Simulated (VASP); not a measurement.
# CaF2 (Fm-3m) in VASP: a series of runs

CaF2 is run at these levels: r2SCAN; tasks: single point.

Program: VASP 6.6.1. These are calculated values, not measurements. Logs are shortened: lines on timing, memory, paths and dates and some standing lists are left out, and cuts for length are marked.

### Step 1. The cell of the first run

It takes space group Fm-3m (No. 225, cubic). Conventional cell: a = 5.462 Å, b = 5.462 Å, c = 5.462 Å, α = 90.00°, β = 90.00°, γ = 90.00°. Ca (site symmetry m-3m) has 8 F at 2.37 Å within 3.1 Å. Within 3.1 Å of F (site symmetry -43m) lie 4 Ca at 2.37 Å and 6 F at 2.73 Å.

### Step 2. Single point, r2SCAN

The input, POSCAR:

```
CaF2
1.0
    0.0000000000      2.7310000000      2.7310000000
    2.7310000000      0.0000000000      2.7310000000
    2.7310000000      2.7310000000      0.0000000000
Ca F
1 2
Direct
    0.0000000000      0.0000000000      0.0000000000
    0.2500000000      0.2500000000      0.2500000000
    0.7500000000      0.7500000000      0.7500000000
```

The input, INCAR.step1:

```
  PREC = Accurate
  ENCUT = 660
  ISMEAR = 0
  SIGMA = 0.02
  LREAL = False
  LASPH = True
  NELM = 120
  NBANDS = 19
  GGA = PE
  ALGO = Normal
  EDIFF = 1E-5
  LWAVE = True
  LCHARG = False
  GGA_COMPAT = False
```

The input, INCAR.step2:

```
  PREC = Accurate
  ENCUT = 660
  EDIFF = 1E-6
  ISMEAR = 0
  SIGMA = 0.02
  LREAL = False
  LASPH = True
  NELM = 120
  ALGO = Normal
  ISIF = 2
  LWAVE = False
  LCHARG = False
  METAGGA = R2SCAN
  LMIXTAU = True
  NBANDS = 19
  ISTART = 1
  GGA_COMPAT = False
```

The input, KPOINTS:

```
regular mesh
0
Gamma
  8 8 8
```

Potentials or basis: VASP PAW PBE potentials, release 64 (Ca_sv, F).

Run with:

```sh
cat potpaw_PBE.64/Ca_sv/POTCAR potpaw_PBE.64/F/POTCAR > POTCAR
cp INCAR.step1 INCAR
mpirun -np 1 vasp_std > vasp.out
cp INCAR.step2 INCAR
mpirun -np 1 vasp_std > vasp.out
```

OUTCAR:

```text
PREC = Accurate
   ENCUT = 660
   EDIFF = 1E-6
   ISMEAR = 0
   LREAL = False
   LASPH = True
   NELM = 120
   ISIF = 2
   METAGGA = R2SCAN
   ISTART = 1

 ion  position               nearest neighbor table
   1  0.000  0.000  0.000-   3 2.37   3 2.37   3 2.37   2 2.37   3 2.37   2 2.37   2 2.37   2 2.37

   2  0.250  0.250  0.250-   1 2.37   1 2.37   1 2.37   1 2.37
   3  0.750  0.750  0.750-   1 2.37   1 2.37   1 2.37   1 2.37

  LATTYP: Found a face centered cubic cell.
 ALAT       =     5.4620000000

  Lattice vectors:

 A1 = (   0.0000000000,   2.7310000000,   2.7310000000)
 A2 = (   2.7310000000,   0.0000000000,   2.7310000000)
 A3 = (   2.7310000000,   2.7310000000,   0.0000000000)

Analysis of symmetry for initial positions (statically):
=====================================================================
 Subroutine PRICEL returns:
 Original cell was already a primitive cell.

 Routine SETGRP: Setting up the symmetry group for a
 face centered cubic supercell.

 Subroutine GETGRP returns: Found 48 space group operations
 (whereof 48 operations were pure point group operations)
 out of a pool of 48 trial point group operations.

The static configuration has the point symmetry O_h .

Analysis of symmetry for dynamics (positions and initial velocities):
=====================================================================
 Subroutine PRICEL returns:
 Original cell was already a primitive cell.

 Routine SETGRP: Setting up the symmetry group for a
 face centered cubic supercell.

 Subroutine GETGRP returns: Found 48 space group operations
 (whereof 48 operations were pure point group operations)
 out of a pool of 48 trial point group operations.

The dynamic configuration has the point symmetry O_h .

 Subroutine INISYM returns: Found 48 space group operations
 (whereof 48 operations are pure point group operations),
 and found     1 'primitive' translations

----------------------------------------------------------------------------------------

                                     Primitive cell

  volume of cell :      40.7376

  direct lattice vectors                    reciprocal lattice vectors
     0.000000000  2.731000000  2.731000000    -0.183083120  0.183083120  0.183083120
     2.731000000  0.000000000  2.731000000     0.183083120 -0.183083120  0.183083120
     2.731000000  2.731000000  0.000000000     0.183083120  0.183083120 -0.183083120

  length of vectors
     3.862217239  3.862217239  3.862217239     0.317109265  0.317109265  0.317109265

  position of ions in fractional coordinates (direct lattice)
     0.000000000  0.000000000  0.000000000
     0.250000000  0.250000000  0.250000000
     0.750000000  0.750000000  0.750000000

  ion indices of the primitive-cell ions
   primitive index   ion index
                 1           1
                 2           2
                 3           3

----------------------------------------------------------------------------------------

 KPOINTS: regular mesh

Automatic generation of k-mesh.
 Grid dimensions read from file:
 generate k-points for:    8    8    8

 Generating k-lattice:

  Cartesian coordinates                     Fractional coordinates (reciprocal lattice)
    -0.022885390  0.022885390  0.022885390     0.125000000  0.000000000  0.000000000
     0.022885390 -0.022885390  0.022885390     0.000000000  0.125000000  0.000000000
     0.022885390  0.022885390 -0.022885390     0.000000000  0.000000000  0.125000000

  Length of vectors
     0.039638658  0.039638658  0.039638658

  Shift w.r.t. Gamma in fractional coordinates (k-lattice)
     0.000000000  0.000000000  0.000000000

 Subroutine IBZKPT returns following result:
 ===========================================

 Found     29 irreducible k-points:

 Following reciprocal coordinates:
            Coordinates               Weight
  0.000000  0.000000  0.000000      1.000000
  0.125000  0.000000  0.000000      8.000000
  0.250000  0.000000  0.000000      8.000000
  0.375000  0.000000  0.000000      8.000000
  0.500000  0.000000  0.000000      4.000000
  0.125000  0.125000  0.000000      6.000000
[... 16 lines left out ...]
  0.500000  0.250000  0.125000     48.000000
 -0.375000  0.250000  0.125000     24.000000
 [... further k-points ...]
   k-points           NKPTS =     29   k-points in BZ     NKDIM =     29   number of bands    NBANDS=     19
   number of dos      NEDOS =    301   number of ions     NIONS =      3
   total plane-waves  NPLWV =  32768
   dimension x,y,z NGX =    32 NGY =   32 NGZ =   32
   dimension x,y,z NGXF=    64 NGYF=   64 NGZF=   64
   ions per type =               1   2
   NGX,Y,Z   is equivalent  to a cutoff of  13.77, 13.77, 13.77 a.u.
   NGXF,Y,Z  is equivalent  to a cutoff of  27.55, 27.55, 27.55 a.u.
 SYSTEM =  unknown system
   PREC   = accura    normal or accurate (medium, high low for compatibility)
   ISTART =      1    job   : 0-new  1-cont  2-samecut
   ICHARG =      0    charge: 1-file 2-atom 10-const
   ISPIN  =      1    spin polarized calculation?
   LNONCOLLINEAR =      F non collinear calculations
   LSORBIT =      F    spin-orbit coupling
   LASPH  =      T    aspherical Exc in radial PAW
   ENCUT  =  660.0 eV  48.51 Ry    6.96 a.u.   8.09  8.09  8.09*2*pi/ulx,y,z
   NELM   =    120;   NELMIN=  2; NELMDL=  0     # of ELM steps
   EDIFF  = 0.1E-05   stopping-criterion for ELM
   LREAL  =      F    real-space projection
   EDIFFG = 0.1E-04   stopping-criterion for IOM
   NSW    =      0    number of steps for IOM
   IBRION =     -1    ionic relax: 0-MD 1-quasi-New 2-CG
   NFREE  =      0    steps in history (QN), initial steepest desc. (CG)
   ISIF   =      2    stress and relaxation
   ISYM   =      2    0-nonsym 1-usesym 2-fastsym
   POTIM  = 0.5000    time-step for ionic-motion
   TEBEG  =    0.0;   TEEND  =   0.0 temperature during run
   PSTRESS=    0.0 pullay stress
   NELECT =      24.0000    total number of electrons
   NUPDOWN=      -1.0000    fix difference up-down
   EMIN   =  10.00;   EMAX   =-10.00  energy-range for DOS
   EFERMI =   0.00;   METHOD = LEGACY
   ISMEAR =     0;   SIGMA  =   0.02  broadening in eV -4-tet -1-fermi 0-gaus
   EFERMI_NEDOS =   21; number of points for ismear=-14 and -15
   IALGO  =     38    algorithm
   IMIX   =      4    mixing-type and parameters
     AMIX     =   0.40;   BMIX     =  1.00
     AMIX_MAG =   1.60;   BMIX_MAG =  1.00
  volume/ion in A,a.u.               =      13.58        91.64
  Fermi-wavevector in a.u.,A,eV,Ry     =   1.372398  2.593457 25.626266  1.883477
  Thomas-Fermi vector in A             =   2.498009
   LORBIT       =      0    0 simple, 1 ext, 2 COOP (PROOUT), +10 PAW based schemes
   METAGGA = R2SCAN    functional components
   LHFCALC =     F    Hartree Fock is set to
   AEXX    =    0.0000 exact exchange contribution
   IVDW    =     0    specifies the selected vdW correction
   LEPSILON=     F    determine dielectric tensor
   LRPA    =     F    only Hartree local field effects (RPA)
 non-spin polarized calculation
 Gauss-broadening in eV      SIGMA  =   0.02
  energy-cutoff  :      660.00
  volume of cell :       40.74
 maximum number of plane-waves:      1588
   NGX = 17   NGY = 17   NGZ = 17

 number of electron      23.9999989 magnetization

 Free energy of the ion-electron system (eV)
  ---------------------------------------------------
  ext. energy  EPLUGINS =         0.00000000
  ---------------------------------------------------
  free energy    TOTEN  =       -25.95982498 eV

  energy without entropy =      -25.95982498  energy(sigma->0) =      -25.95982498

 E-fermi :  -1.4583     XC(G=0): -10.2437

 val. band max:       -1.5465951665   @ k =   0.5000   0.5000   0.0000
 cond. band min:       6.4048947157   @ k =   0.0000   0.0000   0.0000
 fundamental gap:      7.9514898822
 Fermi energy:        -1.4583364580

 k-point     1 :       0.0000    0.0000    0.0000
  band No.  band energies     occupation
      1     -38.7920      2.00000
      2     -22.6096      2.00000
      3     -21.8603      2.00000
      4     -18.8549      2.00000
      5     -18.8549      2.00000
      6     -18.8549      2.00000
[... 11 lines left out ...]
     18      10.6149      0.00000
     19      16.2859      0.00000

 k-point     2 :       0.1250    0.0000    0.0000
  band No.  band energies     occupation
      1     -38.7871      2.00000
      2     -22.6370      2.00000
      3     -21.8977      2.00000
      4     -18.8611      2.00000
      5     -18.8611      2.00000
      6     -18.8003      2.00000
[... 11 lines left out ...]
     18      10.5740      0.00000
     19      15.5513      0.00000

 k-point     3 :       0.2500    0.0000    0.0000
  band No.  band energies     occupation
      1     -38.7752      2.00000
      2     -22.6786      2.00000
      3     -22.0167      2.00000
      4     -18.8758      2.00000
      5     -18.8758      2.00000
      6     -18.6609      2.00000
[... 11 lines left out ...]
     18      10.4761      0.00000
     19      14.2811      0.00000

 k-point     4 :       0.3750    0.0000    0.0000
  band No.  band energies     occupation
      1     -38.7632      2.00000
      2     -22.6774      2.00000
      3     -22.1819      2.00000
      4     -18.8905      2.00000
      5     -18.8905      2.00000
      6     -18.5133      2.00000
[... 11 lines left out ...]
     18      10.3786      0.00000
     19      13.4248      0.00000

 k-point     5 :       0.5000    0.0000    0.0000
  band No.  band energies     occupation
      1     -38.7582      2.00000
      2     -22.6547      2.00000
      3     -22.2730      2.00000
      4     -18.8966      2.00000
      5     -18.8966      2.00000
      6     -18.4504      2.00000
[... 11 lines left out ...]
     18      10.3386      0.00000
     19      13.2590      0.00000

 k-point     6 :       0.1250    0.1250    0.0000
  band No.  band energies     occupation
      1     -38.7854      2.00000
      2     -22.6494      2.00000
      3     -21.9050      2.00000
      4     -18.8702      2.00000
      5     -18.8702      2.00000
      6     -18.7697      2.00000
[... 11 lines left out ...]
     18      10.5480      0.00000
     19      15.9267      0.00000

 k-point     7 :       0.2500    0.1250    0.0000
  band No.  band energies     occupation
      1     -38.7759      2.00000
      2     -22.6905      2.00000
      3     -21.9899      2.00000
      4     -18.8871      2.00000
      5     -18.8694      2.00000
      6     -18.6682      2.00000
[... 11 lines left out ...]
     18      10.5039      0.00000
     19      14.9751      0.00000

 k-point     8 :       0.3750    0.1250    0.0000
  band No.  band energies     occupation
      1     -38.7639      2.00000
      2     -22.6943      2.00000
      3     -22.1522      2.00000
      4     -18.9017      2.00000
      5     -18.8504      2.00000
      6     -18.5525      2.00000
[... 256 lines left out ...]
 k-point    20 :      -0.3750    0.3750    0.0000
  band No.  band energies     occupation
      1     -38.7480      2.00000
      2     -22.6840      2.00000
      3     -22.3678      2.00000
      4     -18.9385      2.00000
      5     -18.7779      2.00000
      6     -18.4363      2.00000
[... 11 lines left out ...]
     18      13.1738      0.00000
     19      14.1058      0.00000

 k-point    21 :       0.5000    0.5000    0.0000
  band No.  band energies     occupation
      1     -38.7471      2.00000
      2     -22.8544      2.00000
      3     -22.1546      2.00000
      4     -18.9586      2.00000
      5     -18.9586      2.00000
      6     -18.2820      2.00000
[... 11 lines left out ...]
     18      12.7304      0.00000
     19      14.0470      0.00000

 k-point    22 :       0.3750    0.2500    0.1250
  band No.  band energies     occupation
      1     -38.7663      2.00000
      2     -22.7121      2.00000
      3     -22.0971      2.00000
      4     -18.8976      2.00000
      5     -18.8501      2.00000
      6     -18.5856      2.00000
[... 11 lines left out ...]
     18      10.5787      0.00000
     19      14.7981      0.00000

 k-point    23 :       0.5000    0.2500    0.1250
  band No.  band energies     occupation
      1     -38.7566      2.00000
      2     -22.6706      2.00000
      3     -22.2781      2.00000
      4     -18.9142      2.00000
      5     -18.7766      2.00000
      6     -18.5371      2.00000
[... 11 lines left out ...]
     18      11.1478      0.00000
     19      14.1854      0.00000

 k-point    24 :      -0.3750    0.2500    0.1250
  band No.  band energies     occupation
      1     -38.7526      2.00000
      2     -22.5977      2.00000
      3     -22.4109      2.00000
      4     -18.9215      2.00000
      5     -18.7357      2.00000
      6     -18.5239      2.00000
[... 11 lines left out ...]
     18      11.6528      0.00000
     19      13.7534      0.00000

 [... further k-points ...]

------------------------ aborting loop because EDIFF is reached ----------------------------------------

  FORCE on cell =-STRESS in cart. coord.  units (eV):
  Direction    XX          YY          ZZ          XY          YZ          ZX
  --------------------------------------------------------------------------------------
  -------------------------------------------------------------------------------------
  Total       -0.1823006     -0.1823006     -0.1823006      0.0000000      0.0000000     -0.0000000
  in kB       -7.1697447     -7.1697447     -7.1697447      0.0000000      0.0000000     -0.0000000
  external PRESSURE =      -7.1697447 kB  Pullay stress =       0.0000000 kB

 VOLUME and BASIS-vectors are now :
 -----------------------------------------------------------------------------
  energy-cutoff  :      660.00
  volume of cell :       40.74
      direct lattice vectors                 reciprocal lattice vectors
     0.000000000  2.731000000  2.731000000    -0.183083120  0.183083120  0.183083120
     2.731000000  0.000000000  2.731000000     0.183083120 -0.183083120  0.183083120
     2.731000000  2.731000000  0.000000000     0.183083120  0.183083120 -0.183083120

 POSITION                                       TOTAL-FORCE (eV/Angst)
 -----------------------------------------------------------------------------------
      0.00000      0.00000      0.00000         0.000000      0.000000      0.000000
      1.36550      1.36550      1.36550        -0.000000      0.000000      0.000000
      4.09650      4.09650      4.09650         0.000000     -0.000000     -0.000000
 -----------------------------------------------------------------------------------
    total drift:                                0.000000     -0.000000      0.000000

  FREE ENERGIE OF THE ION-ELECTRON SYSTEM (eV)
  ---------------------------------------------------
  free  energy   TOTEN  =       -25.9598249836 eV

  energy  without entropy=      -25.9598249836  energy(sigma->0) =      -25.95982498
```

Run time: 2.4 min. Hardware: 1 thread of Intel Xeon 8259CL, shared host; peak memory 0.2 GiB.

Results:

| Property | Result |
| --- | --- |
| Free energy | -25.9598 eV |
| Pressure | -0.7 GPa |
| Band gap on the k mesh | 7.95 eV, indirect (least direct gap 8.21 eV) |

Caveat: the PAW data sets were made with another functional, which shifts forces and pressure a little.

(Continued in part 2 of 2.)
